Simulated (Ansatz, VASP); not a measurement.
**TePb: VASP beside Ansatz**

Contents of INCAR:

```
SYSTEM = TePb
PREC = Accurate ; ENCUT = 520
EDIFF = 1E-6 ; ISMEAR = 0
SIGMA = 0.1 ; LREAL = .FALSE.
LASPH = .TRUE. ; NELM = 100
ALGO = Normal ; ISIF = 2
LWAVE = .FALSE. ; LCHARG = .FALSE.
GGA = PS ; NBANDS = 17
```

The input KPOINTS:

```
Automatic mesh
0
G
  10 10 10
  0 0 0
```

The input POSCAR:

```
TePb
1.0
    4.0234590982      0.0000000000      0.0000000000
    0.0000000000      4.0234590982      0.0000000000
    0.0000000000      0.0000000000      4.0234590982
Te Pb
1 1
Direct
    0.5000000000      0.5000000000      0.5000000000
    0.0000000000      0.0000000000      0.0000000000
```

Input for Ansatz:

```yaml
crystal:
  lattice:
    - [4.0234590982, 0.0, 0.0]
    - [0.0, 4.0234590982, 0.0]
    - [0.0, 0.0, 4.0234590982]
  atoms:
    - { symbol: Te, position: [0.5, 0.5, 0.5] }
    - { symbol: Pb, position: [0.0, 0.0, 0.0] }
basis:
  ecutwfc: 420
kpoints:
  mp_grid: { grid: [10, 10, 10] }
hamiltonian:
  xc: pbesol
scf:
  occupations: { method: gaussian, width: 0.1 }
output:
  forces: true
  stress: true
  eigenvalues: true
```

Alike in both runs: task single point; functional PBEsol; k mesh 10 × 10 × 10; occupations gaussian, width 0.1 eV; no spin polarisation.

```csv
,VASP,Ansatz
version,VASP 6.6.1,Ansatz 0.2.0
potentials or method,"VASP PAW PBE potentials, release 64 (Te, Pb_d), cutoff 520 eV","scalar-relativistic, plane waves, PAW"
valence electrons in the cell,20,30
```

```tsv
	VASP	Ansatz	Ansatz less VASP
gap on the k mesh at the Fermi level (eV)	none	none	-
pressure (GPa)	-3.4	-3.4	+0.03
```

VASP's potentials were made for PBE, not for PBEsol. A gap of «none» marks a metal or a gap that the smearing closes. VASP's potentials hold 20 valence electrons a cell and Ansatz's 30, so a difference there can come from the potentials and not from the codes.

Neither program's run includes spin-orbit coupling.
